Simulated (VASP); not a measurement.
# MgS (F-43m) in VASP: notebook

The runs below take MgS through single point, with PBE, LDA.

Program: VASP 6.6.1. These are calculated values, not measurements. Logs are shortened: lines on timing, memory, paths and dates and some standing lists are left out, and cuts for length are marked.

## 1. The cell of the first run

The structure is cubic, space group F-43m (No. 216). The conventional cell has a = 5.662 Å, b = 5.662 Å, c = 5.662 Å, α = 90.00°, β = 90.00°, γ = 90.00°. Within 3.2 Å of Mg (site symmetry -43m) lie 4 S at 2.45 Å. S (site symmetry -43m) has 4 Mg at 2.45 Å within 3.2 Å.

## 2. Single point, PBE

Contents of INCAR:

```
  PREC = Accurate
  ENCUT = 520
  EDIFF = 1E-6
  ISMEAR = 0
  SIGMA = 0.01
  LREAL = F
  LASPH = T
  NELM = 60
  ALGO = Normal
  ISIF = 2
  LWAVE = F
  LCHARG = T
  GGA = PE
  LELF = T
  LVHAR = T
  NBANDS = 11
```

Contents of KPOINTS:

```
regular mesh
0
Gamma
  4 4 4
```

Contents of POSCAR:

```
MgS
1.0
    0.0000000000      2.8308747667      2.8308747667
    2.8308747667      0.0000000000      2.8308747667
    2.8308747667      2.8308747667      0.0000000000
Mg S
1 1
Direct
    0.0000000000      0.0000000000      0.0000000000
    0.7500000000      0.7500000000      0.7500000000
```

Potentials or basis: VASP PAW PBE potentials, release 64 (Mg, S).

Started as:

```bash
cat potpaw_PBE.64/Mg/POTCAR potpaw_PBE.64/S/POTCAR > POTCAR
mpirun -np 1 vasp_std > vasp.out
```

OUTCAR:

```text
PREC = Accurate
   ENCUT = 520
   EDIFF = 1E-6
   ISMEAR = 0
   LREAL = F
   LASPH = T
   NELM = 60
   ISIF = 2
   GGA = PE

 ion  position               nearest neighbor table
   1  0.000  0.000  0.000-   2 2.45   2 2.45   2 2.45   2 2.45
   2  0.750  0.750  0.750-   1 2.45   1 2.45   1 2.45   1 2.45

  LATTYP: Found a face centered cubic cell.
 ALAT       =     5.6617495334

  Lattice vectors:

 A1 = (   0.0000000000,   2.8308747667,   2.8308747667)
 A2 = (   2.8308747667,   0.0000000000,   2.8308747667)
 A3 = (   2.8308747667,   2.8308747667,   0.0000000000)

Analysis of symmetry for initial positions (statically):
=====================================================================
 Subroutine PRICEL returns:
 Original cell was already a primitive cell.

 Routine SETGRP: Setting up the symmetry group for a
 face centered cubic supercell.

 Subroutine GETGRP returns: Found 24 space group operations
 (whereof 24 operations were pure point group operations)
 out of a pool of 48 trial point group operations.

The static configuration has the point symmetry T_d .

Analysis of symmetry for dynamics (positions and initial velocities):
=====================================================================
 Subroutine PRICEL returns:
 Original cell was already a primitive cell.

 Routine SETGRP: Setting up the symmetry group for a
 face centered cubic supercell.

 Subroutine GETGRP returns: Found 24 space group operations
 (whereof 24 operations were pure point group operations)
 out of a pool of 48 trial point group operations.

The dynamic configuration has the point symmetry T_d .

 Subroutine INISYM returns: Found 24 space group operations
 (whereof 24 operations are pure point group operations),
 and found     1 'primitive' translations

----------------------------------------------------------------------------------------

                                     Primitive cell

  volume of cell :      45.3724

  direct lattice vectors                    reciprocal lattice vectors
     0.000000000  2.830874767  2.830874767    -0.176623850  0.176623850  0.176623850
     2.830874767  0.000000000  2.830874767     0.176623850 -0.176623850  0.176623850
     2.830874767  2.830874767  0.000000000     0.176623850  0.176623850 -0.176623850

  length of vectors
     4.003461488  4.003461488  4.003461488     0.305921482  0.305921482  0.305921482

  position of ions in fractional coordinates (direct lattice)
     0.000000000  0.000000000  0.000000000
     0.750000000  0.750000000  0.750000000

  ion indices of the primitive-cell ions
   primitive index   ion index
                 1           1
                 2           2

----------------------------------------------------------------------------------------

 KPOINTS: regular mesh

Automatic generation of k-mesh.
 Grid dimensions read from file:
 generate k-points for:    4    4    4

 Generating k-lattice:

  Cartesian coordinates                     Fractional coordinates (reciprocal lattice)
    -0.044155962  0.044155962  0.044155962     0.250000000  0.000000000  0.000000000
     0.044155962 -0.044155962  0.044155962     0.000000000  0.250000000  0.000000000
     0.044155962  0.044155962 -0.044155962     0.000000000  0.000000000  0.250000000

  Length of vectors
     0.076480370  0.076480370  0.076480370

  Shift w.r.t. Gamma in fractional coordinates (k-lattice)
     0.000000000  0.000000000  0.000000000

 Subroutine IBZKPT returns following result:
 ===========================================

 Found      8 irreducible k-points:

 Following reciprocal coordinates:
            Coordinates               Weight
  0.000000  0.000000  0.000000      1.000000
  0.250000  0.000000  0.000000      8.000000
  0.500000  0.000000  0.000000      4.000000
  0.250000  0.250000  0.000000      6.000000
  0.500000  0.250000  0.000000     24.000000
 -0.250000  0.250000  0.000000     12.000000
  0.500000  0.500000  0.000000      3.000000
 -0.250000  0.500000  0.250000      6.000000
   k-points           NKPTS =      8   k-points in BZ     NKDIM =      8   number of bands    NBANDS=     11
   number of dos      NEDOS =    301   number of ions     NIONS =      2
   total plane-waves  NPLWV =  27000
   dimension x,y,z NGX =    30 NGY =   30 NGZ =   30
   dimension x,y,z NGXF=    60 NGYF=   60 NGZF=   60
   ions per type =               1   1
   NGX,Y,Z   is equivalent  to a cutoff of  12.46, 12.46, 12.46 a.u.
   NGXF,Y,Z  is equivalent  to a cutoff of  24.92, 24.92, 24.92 a.u.
 SYSTEM =  unknown system
   PREC   = accura    normal or accurate (medium, high low for compatibility)
   ISTART =      0    job   : 0-new  1-cont  2-samecut
   ICHARG =      2    charge: 1-file 2-atom 10-const
   ISPIN  =      1    spin polarized calculation?
   LNONCOLLINEAR =      F non collinear calculations
   LSORBIT =      F    spin-orbit coupling
   LASPH  =      T    aspherical Exc in radial PAW
   ENCUT  =  520.0 eV  38.22 Ry    6.18 a.u.   7.44  7.44  7.44*2*pi/ulx,y,z
   NELM   =     60;   NELMIN=  2; NELMDL= -5     # of ELM steps
   EDIFF  = 0.1E-05   stopping-criterion for ELM
   LREAL  =      F    real-space projection
   EDIFFG = 0.1E-04   stopping-criterion for IOM
   NSW    =      0    number of steps for IOM
   IBRION =     -1    ionic relax: 0-MD 1-quasi-New 2-CG
   NFREE  =      0    steps in history (QN), initial steepest desc. (CG)
   ISIF   =      2    stress and relaxation
   ISYM   =      2    0-nonsym 1-usesym 2-fastsym
   POTIM  = 0.5000    time-step for ionic-motion
   TEBEG  =    0.0;   TEEND  =   0.0 temperature during run
   PSTRESS=    0.0 pullay stress
   NELECT =       8.0000    total number of electrons
   NUPDOWN=      -1.0000    fix difference up-down
   EMIN   =  10.00;   EMAX   =-10.00  energy-range for DOS
   EFERMI =   0.00;   METHOD = LEGACY
   ISMEAR =     0;   SIGMA  =   0.01  broadening in eV -4-tet -1-fermi 0-gaus
   EFERMI_NEDOS =   21; number of points for ismear=-14 and -15
   IALGO  =     38    algorithm
   IMIX   =      4    mixing-type and parameters
     AMIX     =   0.40;   BMIX     =  1.00
     AMIX_MAG =   1.60;   BMIX_MAG =  1.00
  volume/ion in A,a.u.               =      22.69       153.09
  Fermi-wavevector in a.u.,A,eV,Ry     =   0.917996  1.734761 11.465859  0.842717
  Thomas-Fermi vector in A             =   2.043028
   LORBIT       =      0    0 simple, 1 ext, 2 COOP (PROOUT), +10 PAW based schemes
   GGA     = PE    functional components
   LHFCALC =     F    Hartree Fock is set to
   AEXX    =    0.0000 exact exchange contribution
   IVDW    =     0    specifies the selected vdW correction
   LEPSILON=     F    determine dielectric tensor
   LRPA    =     F    only Hartree local field effects (RPA)
 non-spin polarized calculation
 Gauss-broadening in eV      SIGMA  =   0.01
  energy-cutoff  :      520.00
  volume of cell :       45.37
 maximum number of plane-waves:      1243
 NGX is ok and might be reduce to    30
   NGX = 15   NGY = 15   NGZ = 15

 number of electron       8.0000001 magnetization

 Free energy of the ion-electron system (eV)
  ---------------------------------------------------
  ext. energy  EPLUGINS =         0.00000000
  ---------------------------------------------------
  free energy    TOTEN  =        -8.45622465 eV

  energy without entropy =       -8.45622465  energy(sigma->0) =       -8.45622465

 E-fermi :   1.1504     XC(G=0):  -8.3850

 val. band max:        1.0752124277   @ k =   0.0000   0.0000   0.0000
 cond. band min:       4.5291588342   @ k =   0.0000   0.0000   0.0000
 fundamental gap:      3.4539464064
 Fermi energy:         1.1503898471

 k-point     1 :       0.0000    0.0000    0.0000
  band No.  band energies     occupation
      1     -10.1912      2.00000
      2       1.0752      2.00000
      3       1.0752      2.00000
      4       1.0752      2.00000
      5       4.5292      0.00000
      6       9.0178      0.00000
      7       9.0178      0.00000
      8       9.0178      0.00000
      9      11.8997      0.00000
     10      11.8997      0.00000
     11      14.7921      0.00000

 k-point     2 :       0.2500    0.0000    0.0000
  band No.  band energies     occupation
      1      -9.8774      2.00000
      2      -0.7768      2.00000
      3       0.9018      2.00000
      4       0.9018      2.00000
      5       6.0425      0.00000
      6       8.8632      0.00000
      7       9.2318      0.00000
      8       9.2318      0.00000
      9      11.4957      0.00000
     10      11.4957      0.00000
     11      13.3255      0.00000

 k-point     3 :       0.5000    0.0000    0.0000
  band No.  band energies     occupation
      1      -9.5096      2.00000
      2      -2.0545      2.00000
      3       0.7485      2.00000
      4       0.7485      2.00000
      5       6.1843      0.00000
      6       8.7061      0.00000
      7       8.7061      0.00000
      8       9.6793      0.00000
      9      13.9569      0.00000
     10      14.2433      0.00000
     11      14.2433      0.00000

 k-point     4 :       0.2500    0.2500    0.0000
  band No.  band energies     occupation
      1      -9.7742      2.00000
      2      -0.6690      2.00000
      3       0.5075      2.00000
      4       0.5075      2.00000
      5       6.2356      0.00000
      6       7.5835      0.00000
      7       9.4881      0.00000
      8      10.5523      0.00000
      9      10.5523      0.00000
     10      12.9379      0.00000
     11      16.5631      0.00000

 k-point     5 :       0.5000    0.2500    0.0000
  band No.  band energies     occupation
      1      -9.4058      2.00000
      2      -1.5713      2.00000
      3      -0.2408      2.00000
      4       0.3649      2.00000
      5       6.2829      0.00000
      6       8.0566      0.00000
      7       9.5866      0.00000
      8      10.3766      0.00000
      9      12.7106      0.00000
     10      14.4224      0.00000
     11      15.6213      0.00000

 k-point     6 :      -0.2500    0.2500    0.0000
  band No.  band energies     occupation
      1      -9.5275      2.00000
      2      -1.3474      2.00000
      3      -0.3192      2.00000
      4       0.7286      2.00000
      5       7.4490      0.00000
      6       7.9030      0.00000
      7       9.0422      0.00000
      8       9.7901      0.00000
      9      11.0852      0.00000
     10      14.3286      0.00000
     11      15.3426      0.00000

 k-point     7 :       0.5000    0.5000    0.0000
  band No.  band energies     occupation
      1      -9.2893      2.00000
      2      -1.7378      2.00000
      3       0.0433      2.00000
      4       0.0433      2.00000
      5       4.9533      0.00000
      6       6.7170      0.00000
      7      12.2335      0.00000
      8      13.3664      0.00000
      9      13.3664      0.00000
     10      14.9517      0.00000
     11      14.9519      0.00000

 k-point     8 :      -0.2500    0.5000    0.2500
  band No.  band energies     occupation
      1      -9.2806      2.00000
      2      -1.2221      2.00000
      3      -0.7556      2.00000
      4      -0.2494      2.00000
      5       6.6052      0.00000
      6       8.9867      0.00000
      7       9.2762      0.00000
      8       9.6095      0.00000
      9      13.6979      0.00000
     10      14.8558      0.00000
     11      14.9199      0.00000

------------------------ aborting loop because EDIFF is reached ----------------------------------------

  FORCE on cell =-STRESS in cart. coord.  units (eV):
  Direction    XX          YY          ZZ          XY          YZ          ZX
  --------------------------------------------------------------------------------------
  -------------------------------------------------------------------------------------
  Total        0.2892079      0.2892079      0.2892079      0.0000000      0.0000000      0.0000000
  in kB       10.2124237     10.2124237     10.2124237      0.0000000      0.0000000      0.0000000
  external PRESSURE =      10.2124237 kB  Pullay stress =       0.0000000 kB

 VOLUME and BASIS-vectors are now :
 -----------------------------------------------------------------------------
  energy-cutoff  :      520.00
  volume of cell :       45.37
      direct lattice vectors                 reciprocal lattice vectors
     0.000000000  2.830874767  2.830874767    -0.176623850  0.176623850  0.176623850
     2.830874767  0.000000000  2.830874767     0.176623850 -0.176623850  0.176623850
     2.830874767  2.830874767  0.000000000     0.176623850  0.176623850 -0.176623850

 POSITION                                       TOTAL-FORCE (eV/Angst)
 -----------------------------------------------------------------------------------
      0.00000      0.00000      0.00000         0.000000      0.000000      0.000000
      4.24631      4.24631      4.24631        -0.000000     -0.000000     -0.000000
 -----------------------------------------------------------------------------------
    total drift:                               -0.000000     -0.000000     -0.000000

  FREE ENERGIE OF THE ION-ELECTRON SYSTEM (eV)
  ---------------------------------------------------
  free  energy   TOTEN  =        -8.4562246509 eV

  energy  without entropy=       -8.4562246509  energy(sigma->0) =       -8.45622465
```

Run time: 3.4 s. Hardware: 1 thread of AMD EPYC 9R45 (Zen 5), shared host; peak memory 0.13 GiB.

What came out:

```
Free energy            : -8.4562 eV
Pressure               : 1.0 GPa
Band gap on the k mesh : 3.45 eV, direct
```

Levels at points of the mesh, in eV from the valence-band top:
| k point | band 1 | band 2 | band 3 | band 4 | band 5 | band 6 | band 7 | band 8 | band 9 |
| --- | --- | --- | --- | --- | --- | --- | --- | --- | --- |
| (0.00, 0.00, 0.00) | -11.27 | 0.00 | 0.00 | 0.00 | 3.45 | 7.94 | 7.94 | 7.94 | 10.82 |
| (0.50, 0.00, 0.00) | -10.58 | -3.13 | -0.33 | -0.33 | 5.11 | 7.63 | 7.63 | 8.60 | 12.88 |
| (0.50, 0.50, 0.00) | -10.36 | -2.81 | -1.03 | -1.03 | 3.88 | 5.64 | 11.16 | 12.29 | 12.29 |

Caveat: the k points lie up to 0.48 Å⁻¹ apart.

[end of part 1 of 2]
